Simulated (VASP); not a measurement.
Write the native input for VASP 6.6.1 that does the following.

| Item | Value |
| --- | --- |
| Task | single point |
| Functional | PBE |
| Potentials or basis | VASP PAW PBE potentials, release 64 (Pb_d, O) |
| Cutoff | 520 eV |
| k mesh | 13 × 13 × 13 |
| Occupations | fermi-dirac, width 0.0612256 eV |
| Spin | no spin polarisation |
| Dipole correction | no |
| Further INCAR settings | ALGO = Normal; EDIFF = 1e-07; NBANDS = 24 |

The structure of PbO3 (ReO3 type) lies in POSCAR:

```
PbO3
1.0
    4.3527627799      0.0000000000      0.0000000000
    0.0000000000      4.3527627799      0.0000000000
    0.0000000000      0.0000000000      4.3527627799
Pb O
1 3
Direct
    0.0000000000      0.0000000000      0.0000000000
    0.5000000000      0.0000000000      0.0000000000
    0.0000000000      0.5000000000      0.0000000000
    0.0000000000      0.0000000000      0.5000000000
```

The input as run:

INCAR

```
SYSTEM = PbO3
ALGO = Normal
EDIFF = 1E-7
ENCUT = 520
GGA = PE
ISIF = 2
ISMEAR = -1
LASPH = .True.
LCHARG = .False.
LREAL = .False.
LWAVE = .False.
NBANDS = 24
NELM = 60
PREC = Accurate
SIGMA = 0.06122561905347299
```

KPOINTS

```
k-points
0
Gamma
  13 13 13
  0 0 0
```

Potentials or basis: VASP PAW PBE potentials, release 64 (Pb_d, O).

Command:

```sh
$ cat potpaw_PBE.64/Pb_d/POTCAR potpaw_PBE.64/O/POTCAR > POTCAR
$ mpirun -np 1 vasp_std > vasp.out
```

It gave:

- Pressure: -2.2 GPa
- Band gap on the k mesh: zero (band 16 reaches -0.98 eV, above the bottom of band 17 at -1.61 eV)

Caveat: spin-orbit coupling is left out, which moves the levels of the heavy elements.

It took 120 s on 1 thread of Intel(R) Xeon(R) Platinum 8488C (Sapphire Rapids), with other jobs on the host, peak memory 0.27 GiB.
